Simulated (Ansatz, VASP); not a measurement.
**Two plane-wave programs on As**

File INCAR:

```
SYSTEM = As
  PREC = Accurate
  ENCUT = 500
  EDIFF = 1E-6
  ISMEAR = 1
  SIGMA = 0.044
  LREAL = .FALSE.
  LASPH = .TRUE.
  NELM = 200
  ALGO = Normal
  ISIF = 2
  LWAVE = .FALSE.
  LCHARG = .FALSE.
  ISPIN = 2
  MAGMOM = 0 3
  LORBIT = 11
  GGA = CA
  NBANDS = 16
  GGA_COMPAT = .FALSE.
```

The input KPOINTS:

```
regular mesh
0
G
  3 3 3
  0 0 0
```

POSCAR

```
As
1.0
    1.7813249664      1.0284484489      3.3032535816
   -1.7813249664      1.0284484489      3.3032535816
    0.0000000000     -2.0568968977      3.3032535816
As
2
Direct
    0.2275400000      0.2275400000      0.2275400000
    0.7724600000      0.7724600000      0.7724600000
```

Input for Ansatz:

```yaml
crystal:
  lattice:
    - [1.7813249664, 1.0284484489, 3.3032535816]
    - [-1.7813249664, 1.0284484489, 3.3032535816]
    - [0.0, -2.0568968977, 3.3032535816]
  atoms:
    - { symbol: As, position: [0.22754, 0.22754, 0.22754] }
    - { symbol: As, position: [0.77246, 0.77246, 0.77246], spin: 3.0 }
basis:
  ecutwfc: 420
kpoints:
  mp_grid: { grid: [3, 3, 3] }
hamiltonian:
  xc: lda
scf:
  occupations: { method: methfessel_paxton, width: 0.044 }
  lower_state_search: "off"
  max_iter: 30
  convergence: { dr2_threshold: "1e-11 eV" }
output:
  forces: true
  stress: true
  eigenvalues: true
  populations: true
magnetization:
  spin_polarized: true
```

Alike in both runs: task single point; functional LDA; k mesh 3 × 3 × 3; occupations methfessel-paxton of order 1, width 0.044 eV; collinear spin.

|  | VASP | Ansatz |
| --- | --- | --- |
| version | VASP 6.6.1 | Ansatz 0.2.0 |
| potentials or method | VASP PAW LDA potentials, release 64 (As), cutoff 500 eV | scalar-relativistic, plane waves, PAW |
| valence electrons in the cell | 10 | 30 |

Ansatz gave:

* gap on the k mesh at the Fermi level (eV): 0.99
* least direct gap on the mesh (eV): 1.34
* pressure (GPa): 18.2
* traceless stress, the component that is largest in VASP (GPa): -9.54
* rms of the force components (eV/Å): 0.438
* net moment per atom (μB): 0.00

Task: Which values does VASP return?

Result: gap on the k mesh at the Fermi level (eV): 0.98; least direct gap on the mesh (eV): 1.31; pressure (GPa): 19.2; traceless stress, the component that is largest in VASP (GPa): -9.78; rms of the force components (eV/Å): 0.498; net moment per atom (μB): 0.00.

LDA's correlation is that of Perdew and Zunger in VASP and of Perdew and Wang (1992) in Ansatz. Atom by atom the forces differ by 0.060 eV/Å (rms over components). VASP's potentials hold 10 valence electrons a cell and Ansatz's 30, so a difference there can come from the potentials and not from the codes. Ansatz's warnings: seeded moment not kept, stability check not made.

The k mesh is coarse, so the values compare programs but aren't converged.
